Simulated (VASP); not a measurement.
Si2Mo: single point with PBE

Crystal: Si2Mo.

```
Si Mo
1.0
    -1.66345    1.66345    4.04894
     1.66345   -1.66345    4.04894
     1.66345    1.66345   -4.04894
Si Mo
2 1
Direct
  0.33687 0.33687 0.00000
  0.66313 0.66313 0.00000
  0.00000 0.00000 0.00000
```

This cell differs from its parent crystal: volume scaled by 1.100.

```
Program                : VASP 6.6.1
Task                   : single point
Functional             : PBE
Potentials or basis    : VASP PAW PBE potentials, release 64 (Si, Mo_sv)
Cutoff                 : 520 eV
k mesh                 : 14 × 14 × 14
Occupations            : gaussian, width 0.05 eV
Spin                   : no spin polarisation
Dipole correction      : no
Further INCAR settings : ALGO = Normal; EDIFF = 1e-07; NBANDS = 18
```

| Property | Result |
| --- | --- |
| Pressure | -15.5 GPa |
| Largest force | 0.006 eV/Å |
| Band gap on the k mesh | zero (band 11 reaches 11.04 eV, above the bottom of band 12 at 10.22 eV) |

Forces on the atoms (eV/Å):
```
Si   0.000  0.000 -0.006
Si   0.000  0.000  0.006
Mo   0.000  0.000  0.000
```

Stress tensor (GPa, compression positive):
```
-15.51   0.00   0.00
  0.00 -15.51   0.00
  0.00   0.00 -15.60
```

Levels at points of the mesh, in eV from the Fermi level:
| k point | band 9 | band 10 | band 11 | band 12 | band 13 | band 14 |
| --- | --- | --- | --- | --- | --- | --- |
| (0.00, 0.00, 0.00) | -2.32 | -2.32 | 0.26 | 2.58 | 3.08 | 3.08 |
| (0.50, 0.00, 0.00) | -2.35 | -2.19 | -0.40 | 1.87 | 2.93 | 3.27 |
| (0.50, 0.50, 0.00) | -4.00 | -2.63 | -1.26 | 1.91 | 2.26 | 2.86 |
| (0.50, 0.50, 0.50) | -0.50 | -0.50 | -0.48 | -0.48 | 0.37 | 3.94 |

Wall time 4.2 min on 1 thread of Intel(R) Xeon(R) Platinum 8259CL CPU @ 2.50GHz (Skylake/Cascade Lake), on a shared host, peak memory 0.33 GiB.
